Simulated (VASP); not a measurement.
KI, 16 atoms in the cell. The typed cell holds 16 atoms: a = 8.639 Å, b = 8.639 Å, c = 8.639 Å, α = 90.00°, β = 90.00°, γ = 90.00°.  This cell differs from its parent crystal: dynamics (nvt nose hoover) at 800 K, volume x 1.02, from the last frame before.

| Item | Value |
| --- | --- |
| Program | VASP 6.6.1 |
| Task | single point |
| Functional | PBEsol |
| Potentials or basis | VASP PAW PBE potentials, release 64 (K_sv, I) |
| Cutoff | 520 eV |
| k mesh | 1 × 1 × 1 |
| Occupations | fermi-dirac, width 0.0689 eV |
| Spin | no spin polarisation |
| Dipole correction | no |
| Further INCAR settings | LREAL = Auto; ALGO = Normal; EDIFF = 1e-06; NBANDS = 78 |

Potentials or basis: VASP PAW PBE potentials, release 64 (K_sv, I).

Run with:

```bash
$ cat potpaw_PBE.64/K_sv/POTCAR potpaw_PBE.64/I/POTCAR > POTCAR
$ mpirun -np 1 vasp_gam > vasp.out
```

Hardware: 1 thread of AMD EPYC 9R45 96-Core Processor (Zen 5) (shared host).

Q: How long does it take, and how much memory?

A: Wall time 43 s on 1 thread of AMD EPYC 9R45 96-Core Processor (Zen 5), with other jobs on the host, peak memory 0.52 GiB. Counts: scf iterations 15, k points 1.
